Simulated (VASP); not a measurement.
# AsF (P6_3mc) in VASP: a series of runs

AsF is run at these levels: PBE; tasks: single point, relaxation of cell and atoms.

Program: VASP 6.6.1. These are calculated values, not measurements. Logs are shortened: lines on timing, memory, paths and dates and some standing lists are left out, and cuts for length are marked.

## Step 1: The cell of the first run

The structure is hexagonal, space group P6_3mc (No. 186). The conventional cell has a = 2.989 Å, b = 2.989 Å, c = 8.732 Å, α = 90.00°, β = 90.00°, γ = 120.00°. Within 2.4 Å of As (site symmetry 3m) lie 1 F at 1.82 Å. Within 2.4 Å of F (site symmetry 3m) lie 1 As at 1.82 Å.

## Step 2: Single point, PBE

Input file INCAR:

```
SYSTEM = AsF
  PREC = Accurate
  ENCUT = 520
  EDIFF = 1E-6
  ISMEAR = 0
  SIGMA = 0.1
  LREAL = .False.
  LASPH = .True.
  NELM = 80
  ALGO = Normal
  ISIF = 2
  LWAVE = .False.
  LCHARG = .False.
  GGA = PE
  NBANDS = 20
```

Input file KPOINTS:

```
Automatic mesh
0
Gamma
  18 18 6
  0 0 0
```

Input file POSCAR:

```
AsF
1.0
    2.9892329140      0.0000000000      0.0000000000
   -1.4946164570      2.5887516413      0.0000000000
    0.0000000000      0.0000000000      8.7324113852
As F
2 2
Direct
    0.3333333333      0.6666666667      0.0870187017
    0.6666666667      0.3333333333      0.5870187017
    0.3333333333      0.6666666667      0.2950812983
    0.6666666667      0.3333333333      0.7950812983
```

Potentials or basis: VASP PAW PBE potentials, release 64 (As, F).

Command:

```bash
> cat potpaw_PBE.64/As/POTCAR potpaw_PBE.64/F/POTCAR > POTCAR
> mpirun -np 1 vasp_std > vasp.out
```

OUTCAR:

```text
SYSTEM = AsF
   PREC = Accurate
   ENCUT = 520
   EDIFF = 1E-6
   ISMEAR = 0
   LREAL = .False.
   LASPH = .True.
   NELM = 80
   ISIF = 2
   GGA = PE

 ion  position               nearest neighbor table
   1  0.333  0.667  0.087-   3 1.82
   2  0.667  0.333  0.587-   4 1.82
   3  0.333  0.667  0.295-   1 1.82
   4  0.667  0.333  0.795-   2 1.82

  LATTYP: Found a hexagonal cell.
 ALAT       =     2.9892329140
 C/A-ratio  =     2.9212883828

  Lattice vectors:

 A1 = (   2.9892329140,   0.0000000000,   0.0000000000)
 A2 = (  -1.4946164570,   2.5887516413,   0.0000000000)
 A3 = (   0.0000000000,   0.0000000000,   8.7324113852)

Analysis of symmetry for initial positions (statically):
=====================================================================
 Subroutine PRICEL returns:
 Original cell was already a primitive cell.

 Routine SETGRP: Setting up the symmetry group for a
 hexagonal supercell.

 Subroutine GETGRP returns: Found 12 space group operations
 (whereof  6 operations were pure point group operations)
 out of a pool of 24 trial point group operations.

The static configuration has the point symmetry C_3v.
 The point group associated with its full space group is C_6v.

Analysis of symmetry for dynamics (positions and initial velocities):
=====================================================================
 Subroutine PRICEL returns:
 Original cell was already a primitive cell.

 Routine SETGRP: Setting up the symmetry group for a
 hexagonal supercell.

 Subroutine GETGRP returns: Found 12 space group operations
 (whereof  6 operations were pure point group operations)
 out of a pool of 24 trial point group operations.

The dynamic configuration has the point symmetry C_3v.
 The point group associated with its full space group is C_6v.

 Subroutine INISYM returns: Found 12 space group operations
 (whereof  6 operations are pure point group operations),
 and found     1 'primitive' translations

----------------------------------------------------------------------------------------

                                     Primitive cell

  volume of cell :      67.5747

  direct lattice vectors                    reciprocal lattice vectors
[... 82 lines left out ...]
   PREC   = accura    normal or accurate (medium, high low for compatibility)
   ISTART =      0    job   : 0-new  1-cont  2-samecut
   ICHARG =      2    charge: 1-file 2-atom 10-const
   ISPIN  =      1    spin polarized calculation?
   LNONCOLLINEAR =      F non collinear calculations
   LSORBIT =      F    spin-orbit coupling
   LASPH  =      T    aspherical Exc in radial PAW
   ENCUT  =  520.0 eV  38.22 Ry    6.18 a.u.   5.56  5.56 16.24*2*pi/ulx,y,z
   NELM   =     80;   NELMIN=  2; NELMDL= -5     # of ELM steps
   EDIFF  = 0.1E-05   stopping-criterion for ELM
   LREAL  =      F    real-space projection
   EDIFFG = 0.1E-04   stopping-criterion for IOM
   NSW    =      0    number of steps for IOM
   IBRION =     -1    ionic relax: 0-MD 1-quasi-New 2-CG
   NFREE  =      0    steps in history (QN), initial steepest desc. (CG)
   ISIF   =      2    stress and relaxation
   ISYM   =      2    0-nonsym 1-usesym 2-fastsym
   POTIM  = 0.5000    time-step for ionic-motion
   TEBEG  =    0.0;   TEEND  =   0.0 temperature during run
   PSTRESS=    0.0 pullay stress
   NELECT =      24.0000    total number of electrons
   NUPDOWN=      -1.0000    fix difference up-down
   EMIN   =  10.00;   EMAX   =-10.00  energy-range for DOS
   EFERMI =   0.00;   METHOD = LEGACY
   ISMEAR =     0;   SIGMA  =   0.10  broadening in eV -4-tet -1-fermi 0-gaus
   EFERMI_NEDOS =   21; number of points for ismear=-14 and -15
   IALGO  =     38    algorithm
   IMIX   =      4    mixing-type and parameters
     AMIX     =   0.40;   BMIX     =  1.00
     AMIX_MAG =   1.60;   BMIX_MAG =  1.00
  volume/ion in A,a.u.               =      16.89       114.00
  Fermi-wavevector in a.u.,A,eV,Ry     =   1.159357  2.190867 18.287704  1.344108
  Thomas-Fermi vector in A             =   2.295950
   LORBIT       =      0    0 simple, 1 ext, 2 COOP (PROOUT), +10 PAW based schemes
   GGA     = PE    functional components
   LHFCALC =     F    Hartree Fock is set to
   AEXX    =    0.0000 exact exchange contribution
   IVDW    =     0    specifies the selected vdW correction
   LEPSILON=     F    determine dielectric tensor
   LRPA    =     F    only Hartree local field effects (RPA)
 non-spin polarized calculation
 Gauss-broadening in eV      SIGMA  =   0.10
  energy-cutoff  :      520.00
  volume of cell :       67.57
 maximum number of plane-waves:      1868
 NGX is ok and might be reduce to    24
   NGX = 11   NGY = 11   NGZ = 33

 number of electron      24.0000018 magnetization

 Free energy of the ion-electron system (eV)
  ---------------------------------------------------
  ext. energy  EPLUGINS =         0.00000000
  ---------------------------------------------------
  free energy    TOTEN  =       -17.18799186 eV

  energy without entropy =      -17.17957822  energy(sigma->0) =      -17.18378504

 E-fermi :   3.5007     XC(G=0):  -9.5105

 val. band max:        3.4933764193   @ k =   0.3889   0.1667   0.3333
 cond. band min:       3.5104859976   @ k =   0.2222   0.0556   0.0000
 fundamental gap:      0.0171095783
 Fermi energy:         3.5006590534

 k-point     1 :       0.0000    0.0000    0.0000
  band No.  band energies     occupation
      1     -21.4015      2.00000
      2     -21.3722      2.00000
      3     -10.0661      2.00000
      4      -9.3943      2.00000
      5      -4.4095      2.00000
      6      -2.4206      2.00000
[... 541 lines left out ...]
     19      12.9223      0.00000
     20      13.2736      0.00000

 [... further k-points ...]
[... 5 lines left out ...]
  --------------------------------------------------------------------------------------
  -------------------------------------------------------------------------------------
  Total       -0.0845737     -0.0845737      0.5310275      0.0000000      0.0000000      0.0000000
  in kB       -2.0052175     -2.0052175     12.5905087      0.0000000      0.0000000      0.0000000
  external PRESSURE =       2.8600245 kB  Pullay stress =       0.0000000 kB

 VOLUME and BASIS-vectors are now :
 -----------------------------------------------------------------------------
  energy-cutoff  :      520.00
  volume of cell :       67.57
      direct lattice vectors                 reciprocal lattice vectors
     2.989232914  0.000000000  0.000000000     0.334533985  0.193143287  0.000000000
    -1.494616457  2.588751641  0.000000000     0.000000000  0.386286573  0.000000000
     0.000000000  0.000000000  8.732411385     0.000000000  0.000000000  0.114515906

 POSITION                                       TOTAL-FORCE (eV/Angst)
 -----------------------------------------------------------------------------------
     -0.00000      1.72583      0.75988        -0.000000     -0.000000     -0.187472
      1.49462      0.86292      5.12609         0.000000      0.000000     -0.187472
     -0.00000      1.72583      2.57677        -0.000000      0.000000      0.187472
      1.49462      0.86292      6.94298         0.000000     -0.000000      0.187472
 -----------------------------------------------------------------------------------
    total drift:                               -0.000000      0.000000     -0.000041

  FREE ENERGIE OF THE ION-ELECTRON SYSTEM (eV)
  ---------------------------------------------------
  free  energy   TOTEN  =       -17.1879918641 eV

  energy  without entropy=      -17.1795782214  energy(sigma->0) =      -17.18378504
```

OSZICAR:

```text
N       E                     dE             d eps       ncg     rms          rms(c)
DAV:   1     0.119398543923E+03    0.11940E+03   -0.12135E+04  5920   0.108E+03
DAV:   2    -0.118535682747E+02   -0.13125E+03   -0.12737E+03  7652   0.228E+02
DAV:   3    -0.185443905130E+02   -0.66908E+01   -0.66424E+01  7100   0.527E+01
DAV:   4    -0.185823732529E+02   -0.37983E-01   -0.37972E-01  6708   0.449E+00
DAV:   5    -0.185825455535E+02   -0.17230E-03   -0.17230E-03  6680   0.302E-01    0.805E+00
DAV:   6    -0.172161037223E+02    0.13664E+01   -0.51635E+00  6700   0.205E+01    0.367E+00
DAV:   7    -0.171995854318E+02    0.16518E-01   -0.55328E-01  6140   0.506E+00    0.212E+00
DAV:   8    -0.171901262616E+02    0.94592E-02   -0.89956E-02  6692   0.264E+00    0.476E-01
DAV:   9    -0.171877732168E+02    0.23530E-02   -0.16206E-02  6796   0.105E+00    0.978E-02
DAV:  10    -0.171878838877E+02   -0.11067E-03   -0.16726E-03  6272   0.311E-01    0.521E-02
DAV:  11    -0.171879819529E+02   -0.98065E-04   -0.19486E-04  6440   0.106E-01    0.132E-02
DAV:  12    -0.171879897860E+02   -0.78331E-05   -0.11057E-05  6560   0.235E-02    0.581E-03
DAV:  13    -0.171879916758E+02   -0.18898E-05   -0.13144E-06  5404   0.836E-03    0.190E-03
DAV:  14    -0.171879918641E+02   -0.18837E-06   -0.26785E-07  3232   0.471E-03
   1 F= -.17187992E+02 E0= -.17183785E+02  d E =-.841364E-02
```

It took 62 s on 1 thread of Intel Xeon 6975P-C (Granite Rapids), shared host; peak memory 0.31 GiB.

Results:

- Free energy: -17.1880 eV
- Pressure: 0.3 GPa
- Largest force: 0.187 eV/Å
- Band gap on the k mesh: zero (bands 12 and 13 overlap by 4.56 eV)

Forces in eV/Å, atoms in the order of the input:
```
As   0.000  0.000 -0.187
As   0.000  0.000 -0.187
F    0.000  0.000  0.187
F    0.000  0.000  0.187
```

Stress tensor (GPa, compression positive):
```
-0.20  0.00  0.00
 0.00 -0.20  0.00
 0.00  0.00  1.26
```

## Step 3: Relaxation of cell and atoms, PBE

This run uses another cell than the first one, of 17.23 Å³/atom.

Input file INCAR:

```
SYSTEM = AsF
  PREC = Accurate
  ENCUT = 600
  EDIFF = 1E-7
  ISMEAR = 0
  SIGMA = 0.1
  LREAL = .False.
  LASPH = .True.
  NELM = 100
  ALGO = Normal
  ISIF = 3
  LWAVE = .False.
  LCHARG = .False.
  GGA = PE
  IBRION = 2
  NSW = 100
  EDIFFG = -0.01
```

KPOINTS is that of step 2.

Input file POSCAR:

```
AsF
1.0
    3.0386108823      0.0000000000      0.0000000000
   -1.5193054412      2.6315142163      0.0000000000
    0.0000000000      0.0000000000      8.6184265544
As F
2 2
Direct
    0.3333333333      0.6666666667      0.0855384199
    0.6666666667      0.3333333333      0.5855384199
    0.3333333333      0.6666666667      0.2965615801
    0.6666666667      0.3333333333      0.7965615801
```

Potentials or basis: VASP PAW PBE potentials, release 64 (As, F).

Command:

```bash
> cat potpaw_PBE.64/As/POTCAR potpaw_PBE.64/F/POTCAR > POTCAR
> mpirun -np 1 vasp_std > vasp.out
```

It took 3.9 min on 1 thread of Intel Xeon 6975P-C (Granite Rapids), shared host; peak memory 0.33 GiB.

It converged, with:

```
Free energy                           : -17.1979 eV
Relaxed volume                        : 16.64 Å³/atom
Relaxed cell                          : a = 2.980 Å, b = 2.980 Å, c = 8.652 Å, α = 90.00°, β = 90.00°, γ = 120.00°
Space group after relaxing (to 0.1 Å) : P6_3mc (No. 186)
Energy gained by relaxing             : 5.2 meV/atom
Ionic steps                           : 7
Pressure after relaxing               : 0.0 GPa
Largest force after relaxing          : 0.004 eV/Å
Band gap on the k mesh                : zero (bands 12 and 13 overlap by 4.63 eV)
```

Forces on the atoms (eV/Å):
```
As   0.000  0.000 -0.004
As   0.000  0.000 -0.004
F    0.000  0.000  0.004
F    0.000  0.000  0.004
```

Step by step:
| step | energy change (eV) | largest force (eV/Å) | pressure (GPa) | volume (Å³) |
| --- | --- | --- | --- | --- |
| 1 | 0.0000 | 0.1393 | -0.91 | 68.91 |
| 2 | -0.0111 | 0.3039 | -1.81 | 67.93 |
| 3 | -0.0121 | 0.2080 | -1.63 | 68.16 |
| 4 | -0.0209 | 0.0202 | -0.11 | 66.59 |
| 5 | -0.0209 | 0.0127 | -0.04 | 66.53 |
| 6 | -0.0210 | 0.0125 | 0.01 | 66.57 |
| 7 | -0.0210 | 0.0043 | -0.01 | 66.56 |

Final structure:
```
CELL_PARAMETERS angstrom
2.98040 0.00000 0.00000
-1.49020 2.58110 0.00000
0.00000 0.00000 8.65227
ATOMIC_POSITIONS crystal
As 0.33333 0.66667 0.08529
As 0.66667 0.33333 0.58529
F 0.33333 0.66667 0.29681
F 0.66667 0.33333 0.79681
```

Levels at points of the mesh, in eV from the Fermi level:
```csv
k point,band 9,band 10,band 11,band 12,band 13,band 14,band 15,band 16
"(0.00, 0.00, 0.00)",-4.67,-4.67,-0.88,1.97,5.13,5.13,5.26,5.26
"(0.50, 0.00, 0.00)",-5.07,-4.99,-4.32,-3.83,2.32,2.62,2.96,3.83
"(0.00, 0.00, 0.50)",-4.68,-4.68,0.54,0.54,5.19,5.19,5.19,5.19
"(0.50, 0.00, 0.50)",-5.03,-5.03,-3.84,-3.84,2.47,2.47,3.30,3.30
```
